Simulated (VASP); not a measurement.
# MgS (Fm-3m) in VASP: further runs

Aim: see how the results for MgS move with the level of theory and the settings. Levels: r2SCAN, HSE06. Tasks: relaxation of cell and atoms, single point.

All numbers are computed with VASP 6.6.1; they aren't measurements. Logs are shortened: lines on timing, memory, paths and dates and some standing lists are left out, and cuts for length are marked.

## (1) The cell of the first run

Symmetry: Fm-3m, No. 225, cubic system. The conventional cell has a = 5.230 Å, b = 5.230 Å, c = 5.230 Å, α = 90.00°, β = 90.00°, γ = 90.00°. Mg (site symmetry m-3m) has 6 S at 2.61 Å within 3.4 Å. Within 3.4 Å of S (site symmetry m-3m) lie 6 Mg at 2.61 Å.

## (2) Relaxation of cell and atoms, r2SCAN

The input, POSCAR:

```
MgS
1.0
    0.0000000000      2.6148576572      2.6148576572
    2.6148576572      0.0000000000      2.6148576572
    2.6148576572      2.6148576572      0.0000000000
Mg S
1 1
Direct
    0.0000000000      0.0000000000      0.0000000000
    0.5000000000      0.5000000000      0.5000000000
```

The input, INCAR.step1:

```
PREC = Accurate
ENCUT = 600
ISMEAR = -1
SIGMA = 0.02
LREAL = F
LASPH = T
NELM = 100
GGA = PE
ALGO = Normal
EDIFF = 1E-4
LWAVE = T
LCHARG = F
```

The input, INCAR.step2:

```
PREC = Accurate
ENCUT = 600
EDIFF = 1E-7
ISMEAR = -1
SIGMA = 0.02
LREAL = F
LASPH = T
NELM = 100
ALGO = Normal
ISIF = 3
LWAVE = F
LCHARG = F
METAGGA = R2SCAN
LMIXTAU = T
IBRION = 2
NSW = 80
EDIFFG = -0.005
ISTART = 1
```

The input, KPOINTS:

```
regular mesh
0
Gamma
  8 8 8
```

Potentials or basis: VASP PAW PBE potentials, release 64 (Mg, S).

Run with:

```console
cat potpaw_PBE.64/Mg/POTCAR potpaw_PBE.64/S/POTCAR > POTCAR
cp INCAR.step1 INCAR
mpirun -np 1 vasp_std > vasp.out
cp INCAR.step2 INCAR
mpirun -np 1 vasp_std > vasp.out
```

OUTCAR:

```text
PREC = Accurate
   ENCUT = 600
   EDIFF = 1E-7
   ISMEAR = -1
   LREAL = F
   LASPH = T
   NELM = 100
   ISIF = 3
   METAGGA = R2SCAN
   IBRION = 2
   NSW = 80
   EDIFFG = -0.005
   ISTART = 1

 ion  position               nearest neighbor table
   1  0.000  0.000  0.000-   2 2.61   2 2.61   2 2.61   2 2.61   2 2.61   2 2.61
   2  0.500  0.500  0.500-   1 2.61   1 2.61   1 2.61   1 2.61   1 2.61   1 2.61

  LATTYP: Found a face centered cubic cell.
 ALAT       =     5.2297153144

  Lattice vectors:

 A1 = (   0.0000000000,   2.6148576572,   2.6148576572)
 A2 = (   2.6148576572,   0.0000000000,   2.6148576572)
 A3 = (   2.6148576572,   2.6148576572,   0.0000000000)

Analysis of symmetry for initial positions (statically):
=====================================================================
 Subroutine PRICEL returns:
 Original cell was already a primitive cell.

 Routine SETGRP: Setting up the symmetry group for a
 face centered cubic supercell.

 Subroutine GETGRP returns: Found 48 space group operations
 (whereof 48 operations were pure point group operations)
 out of a pool of 48 trial point group operations.

The static configuration has the point symmetry O_h .

Analysis of symmetry for dynamics (positions and initial velocities):
=====================================================================
 Subroutine PRICEL returns:
 Original cell was already a primitive cell.

 Routine SETGRP: Setting up the symmetry group for a
 face centered cubic supercell.

 Subroutine GETGRP returns: Found 48 space group operations
 (whereof 48 operations were pure point group operations)
 out of a pool of 48 trial point group operations.

The dynamic configuration has the point symmetry O_h .

 Subroutine INISYM returns: Found 48 space group operations
 (whereof 48 operations are pure point group operations),
 and found     1 'primitive' translations

----------------------------------------------------------------------------------------

                                     Primitive cell

  volume of cell :      35.7581

  direct lattice vectors                    reciprocal lattice vectors
     0.000000000  2.614857657  2.614857657    -0.191214997  0.191214997  0.191214997
     2.614857657  0.000000000  2.614857657     0.191214997 -0.191214997  0.191214997
     2.614857657  2.614857657  0.000000000     0.191214997  0.191214997 -0.191214997

  length of vectors
     3.697967162  3.697967162  3.697967162     0.331194091  0.331194091  0.331194091

  position of ions in fractional coordinates (direct lattice)
     0.000000000  0.000000000  0.000000000
     0.500000000  0.500000000  0.500000000

  ion indices of the primitive-cell ions
   primitive index   ion index
                 1           1
                 2           2

----------------------------------------------------------------------------------------

 KPOINTS: regular mesh

Automatic generation of k-mesh.
 Grid dimensions read from file:
 generate k-points for:    8    8    8

 Generating k-lattice:

  Cartesian coordinates                     Fractional coordinates (reciprocal lattice)
    -0.023901875  0.023901875  0.023901875     0.125000000  0.000000000  0.000000000
     0.023901875 -0.023901875  0.023901875     0.000000000  0.125000000  0.000000000
     0.023901875  0.023901875 -0.023901875     0.000000000  0.000000000  0.125000000

  Length of vectors
     0.041399261  0.041399261  0.041399261

  Shift w.r.t. Gamma in fractional coordinates (k-lattice)
     0.000000000  0.000000000  0.000000000

 Subroutine IBZKPT returns following result:
 ===========================================

 Found     29 irreducible k-points:

 Following reciprocal coordinates:
            Coordinates               Weight
  0.000000  0.000000  0.000000      1.000000
  0.125000  0.000000  0.000000      8.000000
  0.250000  0.000000  0.000000      8.000000
  0.375000  0.000000  0.000000      8.000000
  0.500000  0.000000  0.000000      4.000000
  0.125000  0.125000  0.000000      6.000000
[... 16 lines left out ...]
  0.500000  0.250000  0.125000     48.000000
 -0.375000  0.250000  0.125000     24.000000
 [... further k-points ...]
   k-points           NKPTS =     29   k-points in BZ     NKDIM =     29   number of bands    NBANDS=      8
   number of dos      NEDOS =    301   number of ions     NIONS =      2
   total plane-waves  NPLWV =  27000
   dimension x,y,z NGX =    30 NGY =   30 NGZ =   30
   dimension x,y,z NGXF=    60 NGYF=   60 NGZF=   60
   ions per type =               1   1
   NGX,Y,Z   is equivalent  to a cutoff of  13.49, 13.49, 13.49 a.u.
   NGXF,Y,Z  is equivalent  to a cutoff of  26.97, 26.97, 26.97 a.u.
 SYSTEM =  unknown system
   PREC   = accura    normal or accurate (medium, high low for compatibility)
   ISTART =      1    job   : 0-new  1-cont  2-samecut
   ICHARG =      0    charge: 1-file 2-atom 10-const
   ISPIN  =      1    spin polarized calculation?
   LNONCOLLINEAR =      F non collinear calculations
   LSORBIT =      F    spin-orbit coupling
   LASPH  =      T    aspherical Exc in radial PAW
   ENCUT  =  600.0 eV  44.10 Ry    6.64 a.u.   7.39  7.39  7.39*2*pi/ulx,y,z
   NELM   =    100;   NELMIN=  2; NELMDL=  0     # of ELM steps
   EDIFF  = 0.1E-06   stopping-criterion for ELM
   LREAL  =      F    real-space projection
   EDIFFG = -.5E-02   stopping-criterion for IOM
   NSW    =     80    number of steps for IOM
   IBRION =      2    ionic relax: 0-MD 1-quasi-New 2-CG
   NFREE  =      1    steps in history (QN), initial steepest desc. (CG)
   ISIF   =      3    stress and relaxation
   ISYM   =      2    0-nonsym 1-usesym 2-fastsym
   POTIM  = 0.5000    time-step for ionic-motion
   TEBEG  =    0.0;   TEEND  =   0.0 temperature during run
   PSTRESS=    0.0 pullay stress
   NELECT =       8.0000    total number of electrons
   NUPDOWN=      -1.0000    fix difference up-down
   EMIN   =  10.00;   EMAX   =-10.00  energy-range for DOS
   EFERMI =   0.00;   METHOD = LEGACY
   ISMEAR =    -1;   SIGMA  =   0.02  broadening in eV -4-tet -1-fermi 0-gaus
   EFERMI_NEDOS =   21; number of points for ismear=-14 and -15
   IALGO  =     38    algorithm
   IMIX   =      4    mixing-type and parameters
     AMIX     =   0.40;   BMIX     =  1.00
     AMIX_MAG =   1.60;   BMIX_MAG =  1.00
  volume/ion in A,a.u.               =      17.88       120.65
  Fermi-wavevector in a.u.,A,eV,Ry     =   0.993833  1.878072 13.438531  0.987704
  Thomas-Fermi vector in A             =   2.125742
   LORBIT       =      0    0 simple, 1 ext, 2 COOP (PROOUT), +10 PAW based schemes
   METAGGA = R2SCAN    functional components
   LHFCALC =     F    Hartree Fock is set to
   AEXX    =    0.0000 exact exchange contribution
   IVDW    =     0    specifies the selected vdW correction
   LEPSILON=     F    determine dielectric tensor
   LRPA    =     F    only Hartree local field effects (RPA)
 conjugate gradient relaxation of ions
 non-spin polarized calculation
  energy-cutoff  :      600.00
  volume of cell :       35.76
 maximum number of plane-waves:      1243
 NGX is ok and might be reduce to    30
   NGX = 15   NGY = 15   NGZ = 15

--------------------------------------- Ionic step        1  -------------------------------------------

 number of electron       7.9999999 magnetization

 Free energy of the ion-electron system (eV)
  ---------------------------------------------------
  ext. energy  EPLUGINS =         0.00000000
  ---------------------------------------------------
  free energy    TOTEN  =       -15.50749543 eV

  energy without entropy =      -15.50749543  energy(sigma->0) =      -15.50749543

------------------------ aborting loop because EDIFF is reached ----------------------------------------

  FORCE on cell =-STRESS in cart. coord.  units (eV):
  Direction    XX          YY          ZZ          XY          YZ          ZX
  --------------------------------------------------------------------------------------
  -------------------------------------------------------------------------------------
  Total       -0.3606309     -0.3606309     -0.3606309     -0.0000000      0.0000000     -0.0000000
  in kB      -16.1584382    -16.1584382    -16.1584382     -0.0000000      0.0000000     -0.0000000
  external PRESSURE =     -16.1584382 kB  Pullay stress =       0.0000000 kB
[... 93 lines left out ...]
  energy  without entropy=      -15.5113224934  energy(sigma->0) =      -15.51132249

--------------------------------------- Ionic step        4  -------------------------------------------

 number of electron       7.9999999 magnetization

 Free energy of the ion-electron system (eV)
  ---------------------------------------------------
  ext. energy  EPLUGINS =         0.00000000
  ---------------------------------------------------
  free energy    TOTEN  =       -15.51131457 eV

  energy without entropy =      -15.51131457  energy(sigma->0) =      -15.51131457

 E-fermi :   3.9772     XC(G=0): -10.1130

 val. band max:        3.5380206136   @ k =   0.0000   0.0000   0.0000
 cond. band min:       6.9823740145   @ k =   0.5000   0.5000   0.0000
 fundamental gap:      3.4443534008
 Fermi energy:         3.9771885637

 k-point     1 :       0.0000    0.0000    0.0000
  band No.  band energies     occupation
      1      -9.6749      2.00000
      2       3.5380      2.00000
      3       3.5380      2.00000
      4       3.5380      2.00000
      5       8.1959      0.00000
      6      12.0652      0.00000
      7      12.0652      0.00000
      8      12.0652      0.00000
[... 243 lines left out ...]
 k-point    24 :      -0.3750    0.2500    0.1250
  band No.  band energies     occupation
      1      -8.1250      2.00000
      2      -0.8326      2.00000
      3       1.3579      2.00000
      4       2.3544      2.00000
      5       9.7698      0.00000
      6      10.3242      0.00000
      7      12.6531      0.00000
      8      13.7902      0.00000

 [... further k-points ...]

------------------------ aborting loop because EDIFF is reached ----------------------------------------

  FORCE on cell =-STRESS in cart. coord.  units (eV):
  Direction    XX          YY          ZZ          XY          YZ          ZX
  --------------------------------------------------------------------------------------
  -------------------------------------------------------------------------------------
  Total       -0.0091491     -0.0091491     -0.0091491      0.0000000     -0.0000000      0.0000000
  in kB       -0.4183430     -0.4183430     -0.4183430      0.0000000     -0.0000000      0.0000000
  external PRESSURE =      -0.4183430 kB  Pullay stress =       0.0000000 kB
[... 17 lines left out ...]
  FREE ENERGIE OF THE ION-ELECTRON SYSTEM (eV)
  ---------------------------------------------------
  free  energy   TOTEN  =       -15.5113145670 eV

  energy  without entropy=      -15.5113145670  energy(sigma->0) =      -15.51131457

 reached required accuracy - stopping structural energy minimisation
```

It took 92 s on 1 thread of Intel Xeon 6975P-C (Granite Rapids), shared host; peak memory 0.19 GiB.

What came out:

```
Free energy                           : -15.5113 eV
Relaxed volume                        : 17.52 Å³/atom
Relaxed cell                          : a = 3.673 Å, b = 3.673 Å, c = 3.673 Å, α = 60.00°, β = 60.00°, γ = 60.00°
Space group after relaxing (to 0.1 Å) : Fm-3m (No. 225)
Energy gained by relaxing             : 1.9 meV/atom
Ionic steps                           : 4
Pressure after relaxing               : 0.0 GPa
Band gap on the k mesh                : 3.44 eV (least direct gap 4.66 eV)
```

Step by step:
| step | energy change (eV) | largest force (eV/Å) | pressure (GPa) | volume (Å³) |
| --- | --- | --- | --- | --- |
| 1 | 0.0000 | 0.0000 | -1.62 | 35.76 |
| 2 | -0.0036 | 0.0000 | 0.44 | 34.83 |
| 3 | -0.0038 | 0.0000 | 0.05 | 35.02 |
| 4 | -0.0038 | 0.0000 | -0.04 | 35.04 |

Final structure:
```yaml
crystal:
  lattice:
    - [0.00000, 2.59722, 2.59722]
    - [2.59722, 0.00000, 2.59722]
    - [2.59722, 2.59722, 0.00000]
  atoms:
    - { symbol: Mg, position: [0.00000, 0.00000, 0.00000] }
    - { symbol: S, position: [0.50000, 0.50000, 0.50000] }
```

Levels at points of the mesh, in eV from the valence-band top:
```tsv
k point	band 1	band 2	band 3	band 4	band 5	band 6	band 7	band 8
(0.00, 0.00, 0.00)	-13.21	0.00	0.00	0.00	4.66	8.53	8.53	8.53
(0.50, 0.00, 0.00)	-11.87	-4.90	-0.63	-0.63	5.22	7.51	7.51	11.29
(0.50, 0.50, 0.00)	-11.48	-4.30	-1.74	-1.74	3.44	4.91	13.20	13.50
```

Caveat: the PAW data sets were made with another functional, which shifts forces and pressure a little. A k mesh can miss the band edges.

## (3) Single point, HSE06

This run uses another cell than the first one, of 17.52 Å³/atom.

The input, POSCAR:

```
MgS
1.0
    0.0000000000      2.5972332001      2.5972332001
    2.5972332001      0.0000000000      2.5972332001
    2.5972332001      2.5972332001      0.0000000000
Mg S
1 1
Direct
    0.0000000000      0.0000000000      0.0000000000
    0.5000000000      0.5000000000      0.5000000000
```

The input, INCAR.step1:

```
  ALGO = Normal
  EDIFF = 1E-5
  ENCUT = 520
  GGA = PE
  ISIF = 2
  ISMEAR = -1
  LASPH = True
  LCHARG = False
  LREAL = False
  LWAVE = True
  NBANDS = 11
  NELM = 80
  PREC = Accurate
  SIGMA = 0.02
```

The input, INCAR.step2:

```
  ALGO = Normal
  EDIFF = 1E-7
  ENCUT = 520
  GGA = PE
  HFSCREEN = 0.2079
  ISIF = 2
  ISMEAR = -1
  ISTART = 1
  LASPH = True
  LCHARG = False
  LHFCALC = True
  LREAL = False
  LWAVE = False
  NBANDS = 11
  NELM = 80
  PREC = Accurate
  PRECFOCK = Normal
  SIGMA = 0.02
```

The input, KPOINTS:

```
k-points
0
Gamma
  6 6 6
```

Potentials or basis: VASP PAW PBE potentials, release 64 (Mg, S).

Run with:

```console
cat potpaw_PBE.64/Mg/POTCAR potpaw_PBE.64/S/POTCAR > POTCAR
cp INCAR.step1 INCAR
mpirun -np 1 vasp_std > vasp.out
cp INCAR.step2 INCAR
mpirun -np 1 vasp_std > vasp.out
```

Wall time 7.7 min (1 thread of Intel Xeon 6975P-C (Granite Rapids), shared host); peak memory 0.27 GiB.

It converged, with:

```
Free energy            : -9.8875 eV
Pressure               : -0.3 GPa
Band gap on the k mesh : 3.76 eV (least direct gap 4.84 eV)
```

Levels at points of the mesh, in eV from the valence-band top:
```tsv
k point	band 1	band 2	band 3	band 4	band 5	band 6	band 7	band 8	band 9
(0.00, 0.00, 0.00)	-13.99	0.00	0.00	0.00	4.84	9.10	9.10	9.10	11.70
(0.50, 0.00, 0.00)	-12.55	-5.30	-0.65	-0.65	5.56	8.06	8.06	11.65	13.56
(0.50, 0.50, 0.00)	-12.13	-4.62	-1.86	-1.86	3.76	5.32	13.58	14.35	14.97
```

Caveat: the PAW data sets were made with another functional, which shifts forces and pressure a little. A k mesh can miss the band edges.

## (4) Single point, HSE06

This run uses another cell than the first one, of 17.61 Å³/atom.

The input, POSCAR:

```
MgS
1.0
    0.0000000000      2.6015177399      2.6015177399
    2.6015177399      0.0000000000      2.6015177399
    2.6015177399      2.6015177399      0.0000000000
Mg S
1 1
Direct
    0.0000000000      0.0000000000      0.0000000000
    0.5000000000      0.5000000000      0.5000000000
```

The input, INCAR.step1:

```
SYSTEM = MgS
ALGO = Normal ; EDIFF = 1E-5
ENCUT = 520 ; GGA = PE
ISIF = 2 ; ISMEAR = 0
LASPH = .TRUE. ; LCHARG = .FALSE.
LREAL = .FALSE. ; LWAVE = .TRUE.
NBANDS = 11 ; NELM = 80
PREC = Accurate ; SIGMA = 0.01
```

The input, INCAR.step2:

```
SYSTEM = MgS
ALGO = Normal ; EDIFF = 1E-6
ENCUT = 520 ; GGA = PE
HFSCREEN = 0.2079 ; ISIF = 2
ISMEAR = 0 ; ISTART = 1
LASPH = .TRUE. ; LCHARG = .FALSE.
LHFCALC = .TRUE. ; LREAL = .FALSE.
LWAVE = .FALSE. ; NBANDS = 11
NELM = 80 ; PREC = Accurate
PRECFOCK = Normal ; SIGMA = 0.01
```

The input, KPOINTS:

```
k-points
0
G
  6 6 6
  0 0 0
```

Run with:

```console
cat potpaw_PBE.64/Mg/POTCAR potpaw_PBE.64/S/POTCAR > POTCAR
cp INCAR.step1 INCAR
mpirun -np 1 vasp_std > vasp.out
cp INCAR.step2 INCAR
mpirun -np 1 vasp_std > vasp.out
```

Wall time 6.9 min (1 thread of Intel Xeon 6975P-C (Granite Rapids), shared host); peak memory 0.27 GiB.

The run converged. Its results:

```yaml
Free_energy: -9.8870 eV
Pressure: -0.7 GPa
Band_gap_on_the_k_mesh: 3.75 eV (least direct gap 4.80 eV)
```

Levels at points of the mesh, in eV from the valence-band top:
| k point | band 2 | band 3 | band 4 | band 5 | band 6 | band 7 |
| --- | --- | --- | --- | --- | --- | --- |
| (0.00, 0.00, 0.00) | 0.00 | 0.00 | 0.00 | 4.80 | 9.10 | 9.10 |
| (0.50, 0.00, 0.00) | -5.27 | -0.65 | -0.65 | 5.55 | 8.05 | 8.05 |
| (0.50, 0.50, 0.00) | -4.60 | -1.84 | -1.84 | 3.75 | 5.34 | 13.52 |

Caveat: the PAW data sets were made with another functional, which shifts forces and pressure a little. A k mesh can miss the band edges.

## (5) Overview

| task | level | cell | k mesh | cutoff (eV) | smearing | grid for exact exchange (PRECFOCK) | share of exact exchange | screening parameter | gap on the mesh (eV) | pressure (GPa) |
| --- | --- | --- | --- | --- | --- | --- | --- | --- | --- | --- |
| relaxation of cell and atoms | r2SCAN | relaxed from a = 3.698 Å, angles 60.0°, 2 atoms | 8 × 8 × 8 | 600 | fermi-dirac 0.02 eV | - | - | - | 3.44 | 0.0 |
| single point | HSE06 | a = 3.673 Å, angles 60.0°, 2 atoms | 6 × 6 × 6 | 520 | fermi-dirac 0.02 eV | Normal | 0.25 | 0.2079 1/Å | 3.76 | -0.3 |
| single point | HSE06 | a = 3.679 Å, angles 60.0°, 2 atoms | 6 × 6 × 6 | 520 | gaussian 0.01 eV | Normal | 0.25 | 0.2079 1/Å | 3.75 | -0.7 |

Alike in all rows: potentials or basis VASP PAW PBE potentials, release 64 (Mg, S); no spin polarisation.

Caveats: the PAW data sets were made with another functional, which shifts forces and pressure a little.

Absolute energies hang on the potentials; compare differences alone.
